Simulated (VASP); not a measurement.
# Cu (Immm) in VASP: notebook

Runs on Cu. Level: r2SCAN. Tasks: single point.

All numbers are computed with VASP 6.6.1; they aren't measurements. Logs are shortened: lines on timing, memory, paths and dates and some standing lists are left out, and cuts for length are marked.

### Step 1. The cell of the first run

The structure is orthorhombic, space group Immm (No. 71). Conventional cell: a = 2.428 Å, b = 2.554 Å, c = 3.612 Å, α = 90.00°, β = 90.00°, γ = 90.00°. Cu (site symmetry mmm) has 12 Cu at 2.43 to 2.55 Å within 3.2 Å.

### Step 2. Single point, r2SCAN (uniaxial strain along a: -4.0 %)

POSCAR

```
Cu
1.0
    1.7167978709      1.7167978709      0.0000000000
   -1.8062144267      1.8062144267      0.0000000000
    0.0000000000      0.0000000000      3.6124288533
Cu
2
Direct
    0.0000000000      0.0000000000      0.0000000000
    0.5000000000      0.5000000000      0.5000000000
```

INCAR.step1

```
PREC     = Accurate       # precision mode
ENCUT    = 520            # plane-wave cutoff, eV
ISMEAR   = 0              # smearing method
SIGMA    = 0.1            # smearing width, eV
LREAL    = False          # projectors in reciprocal space
LASPH    = True           # aspherical terms in the spheres
NELM     = 60             # most SCF steps
NBANDS   = 18             # bands
GGA      = PE             # functional
ALGO     = Normal         # electronic algorithm
EDIFF    = 1E-4           # SCF threshold, eV
LWAVE    = True           # write WAVECAR
LCHARG   = False          # write CHGCAR
```

INCAR.step2

```
PREC     = Accurate       # precision mode
ENCUT    = 520            # plane-wave cutoff, eV
EDIFF    = 1E-7           # SCF threshold, eV
ISMEAR   = 0              # smearing method
SIGMA    = 0.1            # smearing width, eV
LREAL    = False          # projectors in reciprocal space
LASPH    = True           # aspherical terms in the spheres
NELM     = 60             # most SCF steps
ALGO     = Normal         # electronic algorithm
ISIF     = 2              # what is computed and relaxed
LWAVE    = False          # write WAVECAR
LCHARG   = False          # write CHGCAR
METAGGA  = R2SCAN         # meta-GGA
LMIXTAU  = True         
NBANDS   = 18             # bands
ISTART   = 1
```

KPOINTS

```
regular mesh
0
Gamma
  20 20 14
```

Potentials or basis: VASP PAW PBE potentials, release 64 (Cu).

On the command line:

```bash
cat potpaw_PBE.64/Cu/POTCAR > POTCAR
cp INCAR.step1 INCAR
mpirun -np 1 vasp_std > vasp.out
cp INCAR.step2 INCAR
mpirun -np 1 vasp_std > vasp.out
```

OUTCAR:

```text
PREC = Accurate
   ENCUT = 520
   EDIFF = 1E-7
   ISMEAR = 0
   LREAL = False
   LASPH = True
   NELM = 60
   ISIF = 2
   METAGGA = R2SCAN
   ISTART = 1

 ion  position               nearest neighbor table
   1  0.000  0.000  0.000-   2 2.52   2 2.52   2 2.52   2 2.52   2 2.52   2 2.52   2 2.52   2 2.52

   2  0.500  0.500  0.500-   1 2.52   1 2.52   1 2.52   1 2.52   1 2.52   1 2.52   1 2.52   1 2.52

  LATTYP: Found a simple orthorhombic cell.
 ALAT       =     2.4279188329
 B/A-ratio  =     1.0520833333
 C/A-ratio  =     1.4878705187

  Lattice vectors:

 A1 = (   1.7167978709,   1.7167978709,   0.0000000000)
 A2 = (  -1.8062144267,   1.8062144267,   0.0000000000)
 A3 = (   0.0000000000,   0.0000000000,   3.6124288533)

Analysis of symmetry for initial positions (statically):
=====================================================================
 Subroutine PRICEL returns following result:

  LATTYP: Found a body centered orthorhombic cell.
 ALAT       =     2.4279188329
 B/A-ratio  =     1.0520833333
 C/A-ratio  =     1.4878705187

  Lattice vectors:

 A1 = (   0.0447082779,  -1.7615061488,  -1.8062144266)
 A2 = (  -0.0447082779,   1.7615061488,  -1.8062144267)
 A3 = (   1.7615061488,  -0.0447082779,   1.8062144267)

   2 primitive cells build up your supercell.

 Routine SETGRP: Setting up the symmetry group for a
 simple orthorhombic supercell.

 Subroutine GETGRP returns: Found  8 space group operations
 (whereof  8 operations were pure point group operations)
 out of a pool of  8 trial point group operations.

The static configuration has the point symmetry D_2h.

Analysis of symmetry for dynamics (positions and initial velocities):
=====================================================================
 Subroutine PRICEL returns following result:

  LATTYP: Found a body centered orthorhombic cell.
 ALAT       =     2.4279188329
 B/A-ratio  =     1.0520833333
 C/A-ratio  =     1.4878705187

  Lattice vectors:

 A1 = (   0.0447082779,  -1.7615061488,  -1.8062144266)
 A2 = (  -0.0447082779,   1.7615061488,  -1.8062144267)
 A3 = (   1.7615061488,  -0.0447082779,   1.8062144267)

   2 primitive cells build up your supercell.

 Routine SETGRP: Setting up the symmetry group for a
 simple orthorhombic supercell.

 Subroutine GETGRP returns: Found  8 space group operations
 (whereof  8 operations were pure point group operations)
 out of a pool of  8 trial point group operations.

The dynamic configuration has the point symmetry D_2h.

 Subroutine INISYM returns: Found  8 space group operations
 (whereof  8 operations are pure point group operations),
 and found     2 'primitive' translations

----------------------------------------------------------------------------------------

                                     Primitive cell

  volume of cell :      11.2018

  direct lattice vectors                    reciprocal lattice vectors
     0.044708278 -1.761506149 -1.806214427     0.276822061 -0.276822061 -0.276822061
    -0.044708278  1.761506149 -1.806214427     0.291239877  0.291239877 -0.276822061
     1.761506149 -0.044708278  1.806214427     0.568061937  0.014417816  0.000000000

  length of vectors
     2.523353582  2.523353582  2.523353582     0.479469874  0.496257781  0.568244875

  position of ions in fractional coordinates (direct lattice)
     0.000000000  0.000000000  0.000000000

  ion indices of the primitive-cell ions
   primitive index   ion index
                 1           1

----------------------------------------------------------------------------------------

 KPOINTS: regular mesh

Automatic generation of k-mesh.
 Grid dimensions read from file:
 generate k-points for:   20   20   14

 Generating k-lattice:

  Cartesian coordinates                     Fractional coordinates (reciprocal lattice)
     0.014561994  0.014561994  0.000000000     0.050000000  0.000000000  0.000000000
    -0.013841103  0.013841103  0.000000000     0.000000000  0.050000000  0.000000000
     0.000000000  0.000000000  0.019773004     0.000000000  0.000000000  0.071428571

  Length of vectors
     0.020593769  0.019574276  0.019773004

  Shift w.r.t. Gamma in fractional coordinates (k-lattice)
     0.000000000  0.000000000  0.000000000

 Subroutine IBZKPT returns following result:
 ===========================================

 Found    968 irreducible k-points:

 Following reciprocal coordinates:
            Coordinates               Weight
  0.000000  0.000000  0.000000      1.000000
  0.050000  0.000000  0.000000      2.000000
  0.100000  0.000000  0.000000      2.000000
  0.150000  0.000000  0.000000      2.000000
  0.200000  0.000000  0.000000      2.000000
  0.250000  0.000000  0.000000      2.000000
[... 16 lines left out ...]
  0.000000  0.100000  0.000000      2.000000
  0.050000  0.100000  0.000000      4.000000
 [... further k-points ...]
   k-points           NKPTS =    968   k-points in BZ     NKDIM =    968   number of bands    NBANDS=     18
   number of dos      NEDOS =    301   number of ions     NIONS =      2
   total plane-waves  NPLWV =  10080
   dimension x,y,z NGX =    18 NGY =   20 NGZ =   28
   dimension x,y,z NGXF=    36 NGYF=   40 NGZF=   56
   ions per type =               2
   NGX,Y,Z   is equivalent  to a cutoff of  12.33, 13.02, 12.89 a.u.
   NGXF,Y,Z  is equivalent  to a cutoff of  24.65, 26.03, 25.77 a.u.
 SYSTEM =  unknown system
   PREC   = accura    normal or accurate (medium, high low for compatibility)
   ISTART =      1    job   : 0-new  1-cont  2-samecut
   ICHARG =      0    charge: 1-file 2-atom 10-const
   ISPIN  =      1    spin polarized calculation?
   LNONCOLLINEAR =      F non collinear calculations
   LSORBIT =      F    spin-orbit coupling
   LASPH  =      T    aspherical Exc in radial PAW
   ENCUT  =  520.0 eV  38.22 Ry    6.18 a.u.   4.51  4.75  6.72*2*pi/ulx,y,z
   NELM   =     60;   NELMIN=  2; NELMDL=  0     # of ELM steps
   EDIFF  = 0.1E-06   stopping-criterion for ELM
   LREAL  =      F    real-space projection
   EDIFFG = 0.1E-05   stopping-criterion for IOM
   NSW    =      0    number of steps for IOM
   IBRION =     -1    ionic relax: 0-MD 1-quasi-New 2-CG
   NFREE  =      0    steps in history (QN), initial steepest desc. (CG)
   ISIF   =      2    stress and relaxation
   ISYM   =      2    0-nonsym 1-usesym 2-fastsym
   POTIM  = 0.5000    time-step for ionic-motion
   TEBEG  =    0.0;   TEEND  =   0.0 temperature during run
   PSTRESS=    0.0 pullay stress
   NELECT =      22.0000    total number of electrons
   NUPDOWN=      -1.0000    fix difference up-down
   EMIN   =  10.00;   EMAX   =-10.00  energy-range for DOS
   EFERMI =   0.00;   METHOD = LEGACY
   ISMEAR =     0;   SIGMA  =   0.10  broadening in eV -4-tet -1-fermi 0-gaus
   EFERMI_NEDOS =   21; number of points for ismear=-14 and -15
   IALGO  =     38    algorithm
   IMIX   =      4    mixing-type and parameters
     AMIX     =   0.40;   BMIX     =  1.00
     AMIX_MAG =   1.60;   BMIX_MAG =  1.00
  volume/ion in A,a.u.               =      11.20        75.59
  Fermi-wavevector in a.u.,A,eV,Ry     =   1.627208  3.074978 36.025597  2.647807
  Thomas-Fermi vector in A             =   2.720041
   LORBIT       =      0    0 simple, 1 ext, 2 COOP (PROOUT), +10 PAW based schemes
   METAGGA = R2SCAN    functional components
   LHFCALC =     F    Hartree Fock is set to
   AEXX    =    0.0000 exact exchange contribution
   IVDW    =     0    specifies the selected vdW correction
   LEPSILON=     F    determine dielectric tensor
   LRPA    =     F    only Hartree local field effects (RPA)
 non-spin polarized calculation
 Gauss-broadening in eV      SIGMA  =   0.10
  energy-cutoff  :      520.00
  volume of cell :       22.40
 maximum number of plane-waves:       624
   NGX =  9   NGY =  9   NGZ = 13

 number of electron      21.9999975 magnetization

 Free energy of the ion-electron system (eV)
  ---------------------------------------------------
  ext. energy  EPLUGINS =         0.00000000
  ---------------------------------------------------
  free energy    TOTEN  =       -21.62330723 eV

  energy without entropy =      -21.61992672  energy(sigma->0) =      -21.62161697

 E-fermi :   8.0941     XC(G=0): -14.1035

 val. band max:        8.0937812848   @ k =   0.4500   0.2500   0.2143
 cond. band min:       8.1009407723   @ k =   0.5000   0.0000   0.0000
 fundamental gap:      0.0071594876
 Fermi energy:         8.0941436525

 k-point     1 :       0.0000    0.0000    0.0000
  band No.  band energies     occupation
      1      -2.0274      2.00000
      2       2.6471      2.00000
      3       3.1877      2.00000
      4       4.6267      2.00000
      5       4.6583      2.00000
      6       4.9484      2.00000
[... 10 lines left out ...]
     17      30.9345      0.00000
     18      31.6138      0.00000

 k-point     2 :       0.0500    0.0000    0.0000
  band No.  band energies     occupation
      1      -1.9568      2.00000
      2       2.6830      2.00000
      3       3.2104      2.00000
      4       4.6517      2.00000
      5       4.6714      2.00000
      6       4.9266      2.00000
[... 10 lines left out ...]
     17      31.5747      0.00000
     18      31.7099      0.00000

 k-point     3 :       0.1000    0.0000    0.0000
  band No.  band energies     occupation
      1      -1.7463      2.00000
      2       2.7867      2.00000
      3       3.2771      2.00000
      4       4.7100      2.00000
      5       4.7235      2.00000
      6       4.8633      2.00000
[... 10 lines left out ...]
     17      31.1910      0.00000
     18      33.4680      0.00000

 k-point     4 :       0.1500    0.0000    0.0000
  band No.  band energies     occupation
      1      -1.4000      2.00000
      2       2.9471      2.00000
      3       3.3837      2.00000
      4       4.7652      2.00000
      5       4.7731      2.00000
      6       4.8296      2.00000
[... 375 lines left out ...]
      4       4.0492      2.00000
      5       4.4676      2.00000
      6       4.4676      2.00000
[... 10 lines left out ...]
     17      28.2849      0.00000
     18      28.2849      0.00000

 k-point    23 :       0.0000    0.1000    0.0000
  band No.  band energies     occupation
      1      -1.7757      2.00000
      2       2.7610      2.00000
      3       3.2518      2.00000
      4       4.6019      2.00000
      5       4.6608      2.00000
      6       4.9890      2.00000
[... 10 lines left out ...]
     17      29.9170      0.00000
     18      31.4712      0.00000

 k-point    24 :       0.0500    0.1000    0.0000
  band No.  band energies     occupation
      1      -1.7057      2.00000
      2       2.7949      2.00000
      3       3.2754      2.00000
      4       4.6015      2.00000
      5       4.6873      2.00000
      6       4.9810      2.00000
[... 10 lines left out ...]
     17      29.9804      0.00000
     18      31.5131      0.00000

 [... further k-points ...]
[... 5 lines left out ...]
  --------------------------------------------------------------------------------------
  -------------------------------------------------------------------------------------
  Total        0.9029347      0.9029347      0.5587872      0.7858527      0.0000000      0.0000000
  in kB       64.5727323     64.5727323     39.9612711     56.1996959      0.0000000      0.0000000
  external PRESSURE =      56.3689119 kB  Pullay stress =       0.0000000 kB

 VOLUME and BASIS-vectors are now :
 -----------------------------------------------------------------------------
  energy-cutoff  :      520.00
  volume of cell :       22.40
      direct lattice vectors                 reciprocal lattice vectors
     1.716797871  1.716797871  0.000000000     0.291239877  0.291239877  0.000000000
    -1.806214427  1.806214427  0.000000000    -0.276822061  0.276822061  0.000000000
     0.000000000  0.000000000  3.612428853     0.000000000  0.000000000  0.276822061

 POSITION                                       TOTAL-FORCE (eV/Angst)
 -----------------------------------------------------------------------------------
      0.00000      0.00000      0.00000        -0.000000      0.000000     -0.000000
     -0.04471      1.76151      1.80621         0.000000     -0.000000      0.000000
 -----------------------------------------------------------------------------------
    total drift:                                0.000000     -0.000000     -0.000000

  FREE ENERGIE OF THE ION-ELECTRON SYSTEM (eV)
  ---------------------------------------------------
  free  energy   TOTEN  =       -21.6233072286 eV

  energy  without entropy=      -21.6199267177  energy(sigma->0) =      -21.62161697
```

Run time: 19 min. Hardware: 1 thread of Oxide Virtual Turin-like, shared host; peak memory 0.37 GiB.

What came out:

* Free energy: -21.6233 eV
* Pressure: 5.6 GPa
* Band gap on the k mesh: zero (band 11 reaches 14.60 eV, above the bottom of band 12 at 5.98 eV)

Stress tensor (GPa, compression positive):
```
6.46 5.62 0.00
5.62 6.46 0.00
0.00 0.00 4.00
```

Caveat: the cell differs from its parent crystal (uniaxial strain along a: -4.0 %); the PAW data sets were made with another functional, which shifts forces and pressure a little.

[end of part 1 of 2]
